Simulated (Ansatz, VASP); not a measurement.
## Ag in VASP and in Ansatz

File INCAR:

```
SYSTEM = Ag
ALGO = Fast
EDIFF = 1E-6
ENCUT = 520
GGA = PS
ISIF = 2
ISMEAR = -1
LASPH = .TRUE.
LCHARG = .TRUE.
LELF = .TRUE.
LREAL = .FALSE.
LVHAR = .TRUE.
LWAVE = .FALSE.
NBANDS = 12
NELM = 60
PREC = Accurate
SIGMA = 0.05
```

The input KPOINTS:

```
k-points
0
G
  6 6 6
  0 0 0
```

File POSCAR:

```
Ag
1.0
   -1.6103805100      1.6535326600      1.6181576800
    1.6593070500     -1.6605473000      1.6740988600
    1.6393304800      1.6894972700     -1.6251723200
Ag
1
Direct
    0.0000000000      0.0000000000      0.0000000000
```

File input.yaml:

```yaml
crystal:
  lattice:
    - [-1.61038051, 1.65353266, 1.61815768]
    - [1.65930705, -1.6605473, 1.67409886]
    - [1.63933048, 1.68949727, -1.62517232]
  atoms:
    - { symbol: Ag, position: [0.0, 0.0, 0.0] }
hamiltonian:
  xc: pbesol
  pseudopotentials: { kind: paw }
kpoints:
  mp_grid: { grid: [6, 6, 6] }
  band_path:
    path:
      - [[-0.5, 0.0, 0.0], [0.0, 0.0, 0.0], [0.0, 0.0, 0.5]]
      - [[-0.5, 0.0, 0.5], [0.0, 0.0, 0.0], [0.0, 0.5, -0.5]]
      - [[-0.5, 0.5, -0.5], [0.0, 0.0, 0.0], [0.0, 0.5, 0.0]]
      - [[-0.5, 0.5, 0.0], [0.0, 0.0, 0.0]]
    npoints: 14
scf:
  occupations: { method: fermi_dirac, width: 0.05 }
  n_extra_bands: 6
output:
  forces: true
  stress: true
  eigenvalues: true
  fatbands: false
```

Alike in both runs: functional PBEsol; k mesh 6 × 6 × 6; occupations fermi-dirac, width 0.05 eV; no spin polarisation.

|  | VASP | Ansatz |
| --- | --- | --- |
| version | VASP 6.6.1 | Ansatz 0.2.0 |
| potentials or method | VASP PAW PBE potentials, release 64 (Ag) | Ansatz PAW |
| plane-wave cutoff (eV) | 520 | 420 |
| valence electrons in the cell | 11 | 19 |
| task | single point | band structure |

```tsv
	VASP	Ansatz	Ansatz less VASP
gap on the k mesh at the Fermi level (eV)	none	none	-
pressure (GPa)	-7.0	-6.9	+0.03
traceless stress, the component that is largest in VASP (GPa)	1.61	1.59	-0.020
```

VASP's potentials were made for PBE, not for PBEsol. A gap of «none» marks a metal or a gap that the smearing closes. VASP's potentials hold 11 valence electrons a cell and Ansatz's 19, so a difference there can come from the potentials and not from the codes.

The k mesh is coarse, so the values compare programs but aren't converged.
